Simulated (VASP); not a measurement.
# N (P6_3/mmc) in VASP: settings compared

The runs below take N through single point, with LDA, PBEsol.

Everything below comes from runs of VASP 6.6.1. Logs are shortened: lines on timing, memory, paths and dates and some standing lists are left out, and cuts for length are marked.

### Step 1. The cell of the first run

Symmetry: P6_3/mmc, No. 194, hexagonal system. Conventional cell: a = 2.519 Å, b = 2.519 Å, c = 2.446 Å, α = 90.00°, β = 90.00°, γ = 120.00°. Within 2.6 Å of N (site symmetry -6m2) lie 14 N at 1.90 to 2.52 Å.

### Step 2. Single point, LDA

File INCAR:

```
SYSTEM = N
PREC = Accurate ; ENCUT = 520
EDIFF = 1E-6 ; ISMEAR = -1
SIGMA = 0.02 ; LREAL = .False.
LASPH = .True. ; NELM = 100
ALGO = Normal ; ISIF = 2
LWAVE = .False. ; LCHARG = .True.
LELF = .True. ; LVHAR = .True.
NBANDS = 12
```

File KPOINTS:

```
regular mesh
0
Gamma
  12 12 11
  0 0 0
```

File POSCAR:

```
N
1.0
    2.5194737886      0.0000000000      0.0000000000
   -1.2597368943      2.1819283051      0.0000000000
    0.0000000000      0.0000000000      2.4460020000
N
2
Direct
    0.3333333333      0.6666666667      0.7500000000
    0.6666666667      0.3333333333      0.2500000000
```

Potentials or basis: VASP PAW LDA potentials, release 64 (N).

The run is started by

```sh
$ cat potpaw_LDA.64/N/POTCAR > POTCAR
$ mpirun -np 1 vasp_std > vasp.out
```

OUTCAR:

```text
SYSTEM = N
   PREC = Accurate
   ENCUT = 520
   EDIFF = 1E-6
   ISMEAR = -1
   LREAL = .False.
   LASPH = .True.
   NELM = 100
   ISIF = 2

 ion  position               nearest neighbor table
   1  0.333  0.667  0.750-
   2  0.667  0.333  0.250-

  LATTYP: Found a hexagonal cell.
 ALAT       =     2.5194737886
 C/A-ratio  =     0.9708384390

  Lattice vectors:

 A1 = (   2.5194737886,   0.0000000000,   0.0000000000)
 A2 = (  -1.2597368943,   2.1819283051,   0.0000000000)
 A3 = (   0.0000000000,   0.0000000000,   2.4460020000)

Analysis of symmetry for initial positions (statically):
=====================================================================
 Subroutine PRICEL returns:
 Original cell was already a primitive cell.

 Routine SETGRP: Setting up the symmetry group for a
 hexagonal supercell.

 Subroutine GETGRP returns: Found 24 space group operations
 (whereof 12 operations were pure point group operations)
 out of a pool of 24 trial point group operations.

The static configuration has the point symmetry D_3d.
 The point group associated with its full space group is D_6h.

Analysis of symmetry for dynamics (positions and initial velocities):
=====================================================================
 Subroutine PRICEL returns:
 Original cell was already a primitive cell.

 Routine SETGRP: Setting up the symmetry group for a
 hexagonal supercell.

 Subroutine GETGRP returns: Found 24 space group operations
 (whereof 12 operations were pure point group operations)
 out of a pool of 24 trial point group operations.

The dynamic configuration has the point symmetry D_3d.
 The point group associated with its full space group is D_6h.

 Subroutine INISYM returns: Found 24 space group operations
 (whereof 12 operations are pure point group operations),
 and found     1 'primitive' translations

----------------------------------------------------------------------------------------

                                     Primitive cell

  volume of cell :      13.4464

  direct lattice vectors                    reciprocal lattice vectors
     2.519473789  0.000000000  0.000000000     0.396908277  0.229155100  0.000000000
    -1.259736894  2.181928305  0.000000000     0.000000000  0.458310201  0.000000000
     0.000000000  0.000000000  2.446002000     0.000000000  0.000000000  0.408830410

  length of vectors
     2.519473789  2.519473789  2.446002000     0.458310201  0.458310201  0.408830410

  position of ions in fractional coordinates (direct lattice)
     0.333333333  0.666666667  0.750000000
     0.666666667  0.333333333  0.250000000

  ion indices of the primitive-cell ions
   primitive index   ion index
                 1           1
                 2           2

----------------------------------------------------------------------------------------

 KPOINTS: regular mesh

Automatic generation of k-mesh.
 Grid dimensions read from file:
 generate k-points for:   12   12   11

 Generating k-lattice:

  Cartesian coordinates                     Fractional coordinates (reciprocal lattice)
     0.033075690  0.019096258  0.000000000     0.083333333  0.000000000  0.000000000
     0.000000000  0.038192517  0.000000000     0.000000000  0.083333333  0.000000000
     0.000000000  0.000000000  0.037166401     0.000000000  0.000000000  0.090909091

  Length of vectors
     0.038192517  0.038192517  0.037166401

  Shift w.r.t. Gamma in fractional coordinates (k-lattice)
     0.000000000  0.000000000  0.000000000

 Subroutine IBZKPT returns following result:
 ===========================================

 Found    114 irreducible k-points:

 Following reciprocal coordinates:
            Coordinates               Weight
  0.000000  0.000000  0.000000      1.000000
  0.083333  0.000000  0.000000      6.000000
  0.166667 -0.000000  0.000000      6.000000
  0.250000 -0.000000  0.000000      6.000000
  0.333333 -0.000000  0.000000      6.000000
  0.416667 -0.000000  0.000000      6.000000
[... 16 lines left out ...]
  0.250000 -0.000000  0.090909     12.000000
  0.333333 -0.000000  0.090909     12.000000
 [... further k-points ...]
   k-points           NKPTS =    114   k-points in BZ     NKDIM =    114   number of bands    NBANDS=     12
   number of dos      NEDOS =    301   number of ions     NIONS =      2
   total plane-waves  NPLWV =   7200
   dimension x,y,z NGX =    20 NGY =   20 NGZ =   18
   dimension x,y,z NGXF=    40 NGYF=   40 NGZF=   36
   ions per type =               2
   NGX,Y,Z   is equivalent  to a cutoff of  13.20, 13.20, 12.23 a.u.
   NGXF,Y,Z  is equivalent  to a cutoff of  26.39, 26.39, 24.47 a.u.
 SYSTEM =  N
   PREC   = accura    normal or accurate (medium, high low for compatibility)
   ISTART =      0    job   : 0-new  1-cont  2-samecut
   ICHARG =      2    charge: 1-file 2-atom 10-const
   ISPIN  =      1    spin polarized calculation?
   LNONCOLLINEAR =      F non collinear calculations
   LSORBIT =      F    spin-orbit coupling
   LASPH  =      T    aspherical Exc in radial PAW
   ENCUT  =  520.0 eV  38.22 Ry    6.18 a.u.   4.68  4.68  4.55*2*pi/ulx,y,z
   NELM   =    100;   NELMIN=  2; NELMDL= -5     # of ELM steps
   EDIFF  = 0.1E-05   stopping-criterion for ELM
   LREAL  =      F    real-space projection
   EDIFFG = 0.1E-04   stopping-criterion for IOM
   NSW    =      0    number of steps for IOM
   IBRION =     -1    ionic relax: 0-MD 1-quasi-New 2-CG
   NFREE  =      0    steps in history (QN), initial steepest desc. (CG)
   ISIF   =      2    stress and relaxation
   ISYM   =      2    0-nonsym 1-usesym 2-fastsym
   POTIM  = 0.5000    time-step for ionic-motion
   TEBEG  =    0.0;   TEEND  =   0.0 temperature during run
   PSTRESS=    0.0 pullay stress
   NELECT =      10.0000    total number of electrons
   NUPDOWN=      -1.0000    fix difference up-down
   EMIN   =  10.00;   EMAX   =-10.00  energy-range for DOS
   EFERMI =   0.00;   METHOD = LEGACY
   ISMEAR =    -1;   SIGMA  =   0.02  broadening in eV -4-tet -1-fermi 0-gaus
   EFERMI_NEDOS =   21; number of points for ismear=-14 and -15
   IALGO  =     38    algorithm
   IMIX   =      4    mixing-type and parameters
     AMIX     =   0.40;   BMIX     =  1.00
     AMIX_MAG =   1.60;   BMIX_MAG =  1.00
  volume/ion in A,a.u.               =       6.72        45.37
  Fermi-wavevector in a.u.,A,eV,Ry     =   1.483221  2.802881 29.932052  2.199944
  Thomas-Fermi vector in A             =   2.596909
   LORBIT       =      0    0 simple, 1 ext, 2 COOP (PROOUT), +10 PAW based schemes
   GGA     = CA    functional components
   LHFCALC =     F    Hartree Fock is set to
   AEXX    =    0.0000 exact exchange contribution
   IVDW    =     0    specifies the selected vdW correction
   LEPSILON=     F    determine dielectric tensor
   LRPA    =     F    only Hartree local field effects (RPA)
 non-spin polarized calculation
  energy-cutoff  :      520.00
  volume of cell :       13.45
 maximum number of plane-waves:       381
 NGX is ok and might be reduce to    20
   NGX =  9   NGY =  9   NGZ =  9

 number of electron      10.0000001 magnetization

 Free energy of the ion-electron system (eV)
  ---------------------------------------------------
  ext. energy  EPLUGINS =         0.00000000
  ---------------------------------------------------
  free energy    TOTEN  =       -11.37339096 eV

  energy without entropy =      -11.37157319  energy(sigma->0) =      -11.37248207

 E-fermi :   6.8928     XC(G=0): -13.3927

 val. band max:        6.8923891616   @ k =   0.0833   0.0000   0.4545
 cond. band min:       6.9107583763   @ k =   0.1667   0.0833   0.2727
 fundamental gap:      0.0183692147
 Fermi energy:         6.8928380991

 k-point     1 :       0.0000    0.0000    0.0000
  band No.  band energies     occupation
      1     -15.0585      2.00000
      2       1.5390      2.00000
      3       2.0313      2.00000
      4       4.5033      2.00000
      5       4.5033      2.00000
      6       9.6548      0.00000
      7       9.6548      0.00000
      8      12.9372      0.00000
      9      21.2035      0.00000
     10      24.6750      0.00000
     11      32.0225      0.00000
     12      32.0225      0.00000

 k-point     2 :       0.0833    0.0000    0.0000
  band No.  band energies     occupation
      1     -14.8903      2.00000
      2       0.9583      2.00000
      3       2.1681      2.00000
      4       4.2333      2.00000
      5       4.5849      2.00000
      6       9.5915      0.00000
      7       9.9147      0.00000
      8      12.7202      0.00000
      9      21.6130      0.00000
     10      24.5152      0.00000
     11      32.2971      0.00000
     12      32.3579      0.00000

 k-point     3 :       0.1667   -0.0000    0.0000
  band No.  band energies     occupation
      1     -14.3897      2.00000
      2      -0.5168      2.00000
      3       2.5707      2.00000
      4       3.6102      2.00000
      5       4.7163      2.00000
      6       9.4583      0.00000
      7      10.4975      0.00000
      8      12.1031      0.00000
      9      22.5136      0.00000
     10      24.2198      0.00000
     11      33.1588      0.00000
     12      33.3067      0.00000

 k-point     4 :       0.2500   -0.0000    0.0000
  band No.  band energies     occupation
      1     -13.5704      2.00000
      2      -2.4598      2.00000
      3       2.9231      2.00000
      4       3.2124      2.00000
      5       4.7910      2.00000
      6       9.3791      0.00000
      7      11.1021      0.00000
      8      11.1789      0.00000
      9      22.2889      0.00000
     10      25.2918      0.00000
     11      34.4224      0.00000
     12      34.6800      0.00000

 k-point     5 :       0.3333   -0.0000    0.0000
  band No.  band energies     occupation
      1     -12.4680      2.00000
      2      -4.5390      2.00000
      3       2.3492      2.00000
      4       4.0331      2.00000
      5       4.7933      2.00000
      6       9.4252      0.00000
      7      10.0848      0.00000
      8      11.5640      0.00000
      9      21.3267      0.00000
     10      27.3871      0.00000
     11      34.1786      0.00000
     12      34.9941      0.00000
[... 228 lines left out ...]
      1     -14.7232      2.00000
      2      -0.4303      2.00000
      3       2.8099      2.00000
      4       4.3562      2.00000
      5       5.1565      2.00000
      6       9.5074      0.00000
      7       9.8417      0.00000
      8      12.5566      0.00000
      9      22.2395      0.00000
     10      24.6031      0.00000
     11      31.7690      0.00000
     12      31.9946      0.00000

 k-point    22 :       0.1667   -0.0000    0.0909
  band No.  band energies     occupation
      1     -14.2233      2.00000
      2      -0.9462      2.00000
      3       1.8909      2.00000
      4       3.7420      2.00000
      5       5.6542      2.00000
      6       9.2914      0.00000
      7      10.3780      0.00000
      8      12.0220      0.00000
      9      23.0230      0.00000
     10      24.3265      0.00000
     11      32.5853      0.00000
     12      33.1999      0.00000

 k-point    23 :       0.2500   -0.0000    0.0909
  band No.  band energies     occupation
      1     -13.4057      2.00000
      2      -2.4632      2.00000
      3       1.8989      2.00000
      4       3.0635      2.00000
      5       5.8841      2.00000
      6       9.0041      0.00000
      7      10.9225      0.00000
      8      11.3343      0.00000
      9      22.5497      0.00000
     10      25.6463      0.00000
     11      33.9928      0.00000
     12      34.3146      0.00000

 k-point    24 :       0.3333   -0.0000    0.0909
  band No.  band energies     occupation
      1     -12.3058      2.00000
      2      -4.4339      2.00000
      3       2.4459      2.00000
      4       2.4956      2.00000
      5       5.9692      2.00000
      6       8.4723      0.00000
      7      10.8538      0.00000
      8      11.3275      0.00000
      9      21.6442      0.00000
     10      27.7462      0.00000
     11      33.1084      0.00000
     12      35.2660      0.00000

 [... further k-points ...]

------------------------ aborting loop because EDIFF is reached ----------------------------------------

  FORCE on cell =-STRESS in cart. coord.  units (eV):
  Direction    XX          YY          ZZ          XY          YZ          ZX
  --------------------------------------------------------------------------------------
  -------------------------------------------------------------------------------------
  Total       -0.2172193     -0.2172193     -1.3213863      0.0000000      0.0000000      0.0000000
  in kB      -25.8822404    -25.8822404   -157.4465938      0.0000000      0.0000000      0.0000000
  external PRESSURE =     -69.7370249 kB  Pullay stress =       0.0000000 kB

 VOLUME and BASIS-vectors are now :
 -----------------------------------------------------------------------------
  energy-cutoff  :      520.00
  volume of cell :       13.45
      direct lattice vectors                 reciprocal lattice vectors
     2.519473789  0.000000000  0.000000000     0.396908277  0.229155100  0.000000000
    -1.259736894  2.181928305  0.000000000     0.000000000  0.458310201  0.000000000
     0.000000000  0.000000000  2.446002000     0.000000000  0.000000000  0.408830410

 POSITION                                       TOTAL-FORCE (eV/Angst)
 -----------------------------------------------------------------------------------
     -0.00000      1.45462      1.83450        -0.000000     -0.000000      0.000000
      1.25974      0.72731      0.61150         0.000000      0.000000      0.000000
 -----------------------------------------------------------------------------------
    total drift:                               -0.000000      0.000000      0.000000

  FREE ENERGIE OF THE ION-ELECTRON SYSTEM (eV)
  ---------------------------------------------------
  free  energy   TOTEN  =       -11.3733909555 eV

  energy  without entropy=      -11.3715731864  energy(sigma->0) =      -11.37248207
```

It took 12 s on 1 thread of AMD EPYC 7R43 (Zen 3), shared host; peak memory 0.08 GiB.

What came out:

| Item | Value |
| --- | --- |
| Free energy | -11.3734 eV |
| Pressure | -7.0 GPa |
| Band gap on the k mesh | zero (bands 5 and 6 overlap by 4.22 eV) |

Levels at points of the mesh, in eV from the Fermi level:
| k point | band 2 | band 3 | band 4 | band 5 | band 6 | band 7 | band 8 | band 9 |
| --- | --- | --- | --- | --- | --- | --- | --- | --- |
| (0.00, 0.00, 0.00) | -5.35 | -4.86 | -2.39 | -2.39 | 2.76 | 2.76 | 6.04 | 14.31 |
| (0.50, 0.00, 0.00) | -14.39 | -5.04 | -2.15 | -1.57 | 1.64 | 2.71 | 5.03 | 13.35 |

Caveat: the cell stands under tension.

### Step 3. Single point, PBEsol

File INCAR:

```
  ALGO = Normal
  EDIFF = 1E-6
  ENCUT = 600
  GGA = PS
  GGA_COMPAT = False
  ISIF = 2
  ISMEAR = -1
  LASPH = True
  LCHARG = False
  LREAL = False
  LWAVE = False
  NBANDS = 12
  NELM = 120
  PREC = Accurate
  SIGMA = 0.1
```

File KPOINTS:

```
k-points
0
Gamma
  12 12 11
```

File POSCAR:

```
N
1.0
    2.5194737900      0.0000000000      0.0000000000
   -1.2597368950      2.1819283063      0.0000000000
    0.0000000000      0.0000000000      2.4460020000
N
2
Direct
    0.3333333333      0.6666666667      0.7500000000
    0.6666666667      0.3333333333      0.2500000000
```

Potentials or basis: VASP PAW PBE potentials, release 64 (N).

The run is started by

```sh
$ cat potpaw_PBE.64/N/POTCAR > POTCAR
$ mpirun -np 1 vasp_std > vasp.out
```

OUTCAR:

```text
EDIFF = 1E-6
   ENCUT = 600
   GGA = PS
   ISIF = 2
   ISMEAR = -1
   LASPH = True
   LREAL = False
   NELM = 120
   PREC = Accurate

 ion  position               nearest neighbor table
   1  0.333  0.667  0.750-
   2  0.667  0.333  0.250-

  LATTYP: Found a hexagonal cell.
 ALAT       =     2.5194737900
 C/A-ratio  =     0.9708384385

  Lattice vectors:

 A1 = (   2.5194737900,   0.0000000000,   0.0000000000)
[... 544 lines left out ...]
     12      35.3679      0.00000

 [... further k-points ...]

------------------------ aborting loop because EDIFF is reached ----------------------------------------

  FORCE on cell =-STRESS in cart. coord.  units (eV):
  Direction    XX          YY          ZZ          XY          YZ          ZX
  --------------------------------------------------------------------------------------
  -------------------------------------------------------------------------------------
  Total        0.2557800      0.2557800     -0.7904280      0.0000000      0.0000000     -0.0000000
  in kB       30.4768487     30.4768487    -94.1815330      0.0000000      0.0000000     -0.0000000
  external PRESSURE =     -11.0759452 kB  Pullay stress =       0.0000000 kB

 VOLUME and BASIS-vectors are now :
 -----------------------------------------------------------------------------
  energy-cutoff  :      600.00
  volume of cell :       13.45
      direct lattice vectors                 reciprocal lattice vectors
     2.519473790  0.000000000  0.000000000     0.396908277  0.229155100  0.000000000
    -1.259736895  2.181928306  0.000000000     0.000000000  0.458310201  0.000000000
     0.000000000  0.000000000  2.446002000     0.000000000  0.000000000  0.408830410

 POSITION                                       TOTAL-FORCE (eV/Angst)
 -----------------------------------------------------------------------------------
     -0.00000      1.45462      1.83450         0.000000      0.000000      0.000000
      1.25974      0.72731      0.61150        -0.000000      0.000000      0.000000
 -----------------------------------------------------------------------------------
    total drift:                               -0.000000      0.000000      0.000000

  FREE ENERGIE OF THE ION-ELECTRON SYSTEM (eV)
  ---------------------------------------------------
  free  energy   TOTEN  =       -10.4701936152 eV

  energy  without entropy=      -10.4434480784  energy(sigma->0) =      -10.45682085
```

It took 15 s on 1 thread of AMD EPYC 7R43 (Zen 3), shared host; peak memory 0.09 GiB.

What came out:

```yaml
Free_energy: -10.4702 eV
Pressure: -1.1 GPa
Band_gap_on_the_k_mesh: zero (bands 5 and 6 overlap by 4.22 eV)
```

Levels at points of the mesh, in eV from the Fermi level:
| k point | band 2 | band 3 | band 4 | band 5 | band 6 | band 7 | band 8 | band 9 |
| --- | --- | --- | --- | --- | --- | --- | --- | --- |
| (0.00, 0.00, 0.00) | -5.62 | -4.84 | -2.37 | -2.37 | 2.81 | 2.81 | 6.15 | 14.29 |
| (0.50, 0.00, 0.00) | -14.52 | -5.04 | -2.25 | -1.53 | 1.70 | 2.72 | 5.11 | 13.37 |

Caveat: the PAW data sets were made with another functional, which shifts forces and pressure a little.
